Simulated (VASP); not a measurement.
A run of VASP 6.6.1:

The input POSCAR:

```
TiO2
1.0
    9.1828280000      0.0000000000      0.0000000000
    0.0000000000      9.1828280000      0.0000000000
    0.0000000000      0.0000000000      8.8166120000
Ti O
24 48
Direct
    0.0000000000      0.0000000000      0.0000000000
    0.0000000000      0.0000000000      0.3333330000
    0.0000000000      0.0000000000      0.6666670000
    0.0000000000      0.5000000000      0.0000000000
    0.0000000000      0.5000000000      0.3333330000
    0.0000000000      0.5000000000      0.6666670000
    0.5000000000      0.0000000000      0.0000000000
    0.5000000000      0.0000000000      0.3333330000
    0.5000000000      0.0000000000      0.6666670000
    0.5000000000      0.5000000000      0.0000000000
    0.5000000000      0.5000000000      0.3333330000
    0.5000000000      0.5000000000      0.6666670000
    0.2500000000      0.2500000000      0.1666670000
    0.2500000000      0.2500000000      0.5000000000
    0.2500000000      0.2500000000      0.8333330000
    0.2500000000      0.7500000000      0.1666670000
    0.2500000000      0.7500000000      0.5000000000
    0.2500000000      0.7500000000      0.8333330000
    0.7500000000      0.2500000000      0.1666670000
    0.7500000000      0.2500000000      0.5000000000
    0.7500000000      0.2500000000      0.8333330000
    0.7500000000      0.7500000000      0.1666670000
    0.7500000000      0.7500000000      0.5000000000
    0.7500000000      0.7500000000      0.8333330000
    0.1522280000      0.1522280000      0.0000000000
    0.1522280000      0.1522280000      0.3333330000
    0.1522280000      0.1522280000      0.6666670000
    0.1522280000      0.6522280000      0.0000000000
    0.1522280000      0.6522280000      0.3333330000
    0.1522280000      0.6522280000      0.6666670000
    0.6522280000      0.1522280000      0.0000000000
    0.6522280000      0.1522280000      0.3333330000
    0.6522280000      0.1522280000      0.6666670000
    0.6522280000      0.6522280000      0.0000000000
    0.6522280000      0.6522280000      0.3333330000
    0.6522280000      0.6522280000      0.6666670000
    0.3477720000      0.3477720000      0.0000000000
    0.3477720000      0.3477720000      0.3333330000
    0.3477720000      0.3477720000      0.6666670000
    0.3477720000      0.8477720000      0.0000000000
    0.3477720000      0.8477720000      0.3333330000
    0.3477720000      0.8477720000      0.6666670000
    0.8477720000      0.3477720000      0.0000000000
    0.8477720000      0.3477720000      0.3333330000
    0.8477720000      0.3477720000      0.6666670000
    0.8477720000      0.8477720000      0.0000000000
    0.8477720000      0.8477720000      0.3333330000
    0.8477720000      0.8477720000      0.6666670000
    0.0977720000      0.4022280000      0.1666670000
    0.0977720000      0.4022280000      0.5000000000
    0.0977720000      0.4022280000      0.8333330000
    0.0977720000      0.9022280000      0.1666670000
    0.0977720000      0.9022280000      0.5000000000
    0.0977720000      0.9022280000      0.8333330000
    0.5977720000      0.4022280000      0.1666670000
    0.5977720000      0.4022280000      0.5000000000
    0.5977720000      0.4022280000      0.8333330000
    0.5977720000      0.9022280000      0.1666670000
    0.5977720000      0.9022280000      0.5000000000
    0.5977720000      0.9022280000      0.8333330000
    0.4022280000      0.0977720000      0.1666670000
    0.4022280000      0.0977720000      0.5000000000
    0.4022280000      0.0977720000      0.8333330000
    0.4022280000      0.5977720000      0.1666670000
    0.4022280000      0.5977720000      0.5000000000
    0.4022280000      0.5977720000      0.8333330000
    0.9022280000      0.0977720000      0.1666670000
    0.9022280000      0.0977720000      0.5000000000
    0.9022280000      0.0977720000      0.8333330000
    0.9022280000      0.5977720000      0.1666670000
    0.9022280000      0.5977720000      0.5000000000
    0.9022280000      0.5977720000      0.8333330000
```

The input INCAR.step1:

```
ALGO     = Normal         # electronic algorithm
EDIFF    = 1E-5           # SCF threshold, eV
ENCUT    = 660            # plane-wave cutoff, eV
GGA      = PE             # functional
GGA_COMPAT= False        
ISMEAR   = -1             # smearing method
LASPH    = True           # aspherical terms in the spheres
LCHARG   = False          # write CHGCAR
LREAL    = Auto         
LWAVE    = True           # write WAVECAR
NBANDS   = 330            # bands
NELM     = 120            # most SCF steps
PREC     = Accurate       # precision mode
SIGMA    = 0.05           # smearing width, eV
```

The input INCAR.step2:

```
ALGO     = Normal         # electronic algorithm
EDIFF    = 1E-6           # SCF threshold, eV
ENCUT    = 660            # plane-wave cutoff, eV
GGA_COMPAT= False        
ISIF     = 2              # what is computed and relaxed
ISMEAR   = -1             # smearing method
ISTART   = 1            
LASPH    = True           # aspherical terms in the spheres
LCHARG   = True           # write CHGCAR
LELF     = True           # ELF
LMIXTAU  = True         
LREAL    = Auto         
LVHAR    = True         
LWAVE    = False          # write WAVECAR
METAGGA  = R2SCAN         # meta-GGA
NBANDS   = 330            # bands
NELM     = 120            # most SCF steps
PREC     = Accurate       # precision mode
SIGMA    = 0.05           # smearing width, eV
```

Contents of KPOINTS:

```
k-points
0
Gamma
  1 1 1
```

Potentials or basis: VASP PAW PBE potentials, release 64 (Ti_sv, O).

Run with:

```console
$ cat potpaw_PBE.64/Ti_sv/POTCAR potpaw_PBE.64/O/POTCAR > POTCAR
$ cp INCAR.step1 INCAR
$ mpirun -np 1 vasp_gam > vasp.out
$ cp INCAR.step2 INCAR
$ mpirun -np 1 vasp_gam > vasp.out
```

Hardware: 1 thread of Intel(R) Xeon(R) Platinum 8488C (Sapphire Rapids), on a shared host.

**Question.** Estimate the wall time of this run.

**Answer.** Run time: 38 min on 1 thread of Intel(R) Xeon(R) Platinum 8488C (Sapphire Rapids), on a shared host, peak memory 1.2 GiB. Counts: k points 1.
